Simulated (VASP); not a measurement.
A run of VASP 6.6.1 is set up as follows.

File INCAR:

```
SYSTEM = Rh
PREC     = Accurate       ! precision mode
ENCUT    = 520            ! plane-wave cutoff, eV
EDIFF    = 1E-6           ! SCF threshold, eV
ISMEAR   = 0              ! smearing method
SIGMA    = 0.15           ! smearing width, eV
LREAL    = .False.        ! projectors in reciprocal space
LASPH    = .True.         ! aspherical terms in the spheres
NELM     = 150            ! most SCF steps
ALGO     = Fast           ! electronic algorithm
ISIF     = 2              ! what is computed and relaxed
LWAVE    = .False.        ! write WAVECAR
LCHARG   = .True.         ! write CHGCAR
ISPIN    = 2              ! spin polarisation
MAGMOM   = 0.875          ! initial moments
LORBIT   = 11             ! projections on sites
NUPDOWN  = 0.875          ! fixed moment
LMAXMIX  = 4              ! l up to which the mixer works
GGA      = CA             ! functional
LELF     = .True.         ! ELF
LVHAR    = .True.       
NBANDS   = 18             ! bands
```

KPOINTS

```
Automatic mesh
0
Gamma
  22 22 22
  0 0 0
```

POSCAR

```
Rh
1.0
    0.0000000000      1.7987130719      1.7987130719
    1.7987130719      0.0000000000      1.7987130719
    1.7987130719      1.7987130719      0.0000000000
Rh
1
Direct
    0.0000000000      0.0000000000      0.0000000000
```

Potentials or basis: VASP PAW LDA potentials, release 64 (Rh_pv).

Run with:

```console
$ cat potpaw_LDA.64/Rh_pv/POTCAR > POTCAR
$ mpirun -np 1 vasp_std > vasp.out
```

Task: Predict the pressure.

Result: 66.0 GPa.

Caveat: the cell stands under pressure; the total moment is fixed, so each spin has its own Fermi level.
